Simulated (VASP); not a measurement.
Input of a VASP 6.6.1 run:

The input INCAR:

```
  ALGO = Normal
  EDIFF = 1E-7
  ENCUT = 520
  GGA = PE
  ISIF = 2
  ISMEAR = 0
  LASPH = True
  LCHARG = True
  LELF = True
  LREAL = False
  LVHAR = True
  LWAVE = False
  NBANDS = 11
  NELM = 80
  PREC = Accurate
  SIGMA = 0.02
```

KPOINTS

```
k-points
0
Gamma
  10 10 10
```

POSCAR

```
BP
1.0
    0.0000000000      2.3786153900      2.3786153900
    2.2424753900      0.0000000000      2.3786153900
    2.2424753900      2.3786153900      0.0000000000
B P
1 1
Direct
    0.0000000000      0.0000000000      0.0000000000
    0.7500000000      0.7500000000      0.7500000000
```

Potentials or basis: VASP PAW PBE potentials, release 64 (B, P).

The run is started by

```console
$ cat potpaw_PBE.64/B/POTCAR potpaw_PBE.64/P/POTCAR > POTCAR
$ mpirun -np 1 vasp_std > vasp.out
```

(1) Estimate the band gap on the k mesh.

(2) What does it give for the pressure?

Results:

(1) 0.52 eV, indirect (least direct gap 2.74 eV).

(2) -10.8 GPa.

Caveat: the cell differs from its parent crystal (strained).
